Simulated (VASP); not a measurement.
Input of a VASP 6.6.1 run:

File INCAR:

```
PREC = Accurate
ENCUT = 520
EDIFF = 1E-7
ISMEAR = 0
SIGMA = 0.15
LREAL = F
LASPH = T
NELM = 80
ALGO = Fast
ISIF = 2
LWAVE = F
LCHARG = F
GGA = PS
NBANDS = 20
```

File KPOINTS:

```
regular mesh
0
Gamma
  18 18 10
```

The input POSCAR:

```
Tl
1.0
    3.7324782250      0.0000000000      0.0000000000
   -1.8662391125      3.2324209619      0.0000000000
    0.0000000000      0.0000000000      5.5250000000
Tl
2
Direct
    0.3333333333      0.6666666667      0.2500000000
    0.6666666667      0.3333333333      0.7500000000
```

Potentials or basis: VASP PAW PBE potentials, release 64 (Tl_d).

Launch:

```console
$ cat potpaw_PBE.64/Tl_d/POTCAR > POTCAR
$ mpirun -np 1 vasp_std > vasp.out
```

**Question.** Estimate the pressure.

**Answer.** -3.5 GPa.

**Question.** Estimate the band gap on the k mesh.

**Answer.** Zero (band 13 reaches 8.68 eV, above the bottom of band 14 at 3.07 eV).

Stress tensor (GPa, compression positive):
```
-3.74  0.00  0.00
 0.00 -3.74  0.00
 0.00  0.00 -3.09
```

Caveat: the cell differs from its parent crystal (strain +0.080 along x and y, +0.000 along z); the PAW data sets were made with another functional, which shifts forces and pressure a little; spin-orbit coupling is left out, which moves the levels of the heavy elements.
